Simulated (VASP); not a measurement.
## LiF (Griceite): single point with PBE

LiF (Griceite):

```
Li F
1.0
     0.00000    2.09182    1.99487
     1.99487    0.00000    1.99487
     1.99487    2.09182    0.00000
Li F
1 1
Direct
  0.00000 0.00000 0.00000
  0.50000 0.50000 0.50000
```

This cell differs from its parent crystal: uniaxial y strain +4.9%.

```json
{"Program": "VASP 6.6.1", "Task": "single point", "Functional": "PBE", "Potentials or basis": "VASP PAW PBE potentials, release 64 (Li_sv, F)", "Cutoff": "520 eV", "k mesh": "10 × 10 × 10", "Occupations": "fermi-dirac, width 0.02 eV", "Spin": "no spin polarisation"}
```

```json
{"Band gap on the k mesh": "8.86 eV, direct"}
```

Levels at points of the mesh, in eV from the valence-band top:
| k point | band 3 | band 4 | band 5 | band 6 | band 7 | band 8 |
| --- | --- | --- | --- | --- | --- | --- |
| (0.00, 0.00, 0.00) | -0.09 | -0.09 | 0.00 | 8.86 | 22.98 | 23.84 |
| (0.50, 0.00, 0.00) | -2.52 | -0.33 | -0.23 | 10.62 | 16.45 | 18.30 |
| (0.50, 0.50, 0.00) | -2.98 | -1.22 | -0.93 | 14.87 | 16.14 | 17.21 |
| (0.50, 0.00, 0.50) | -3.01 | -0.94 | -0.94 | 14.03 | 16.76 | 17.13 |

Wall time 16 s on 1 thread of Intel(R) Xeon(R) Platinum 8259CL CPU @ 2.50GHz (Skylake/Cascade Lake), on a shared host, peak memory 0.14 GiB.

Caveat: the cell differs from its parent crystal (uniaxial y strain +4.9%). A k mesh can miss the band edges.
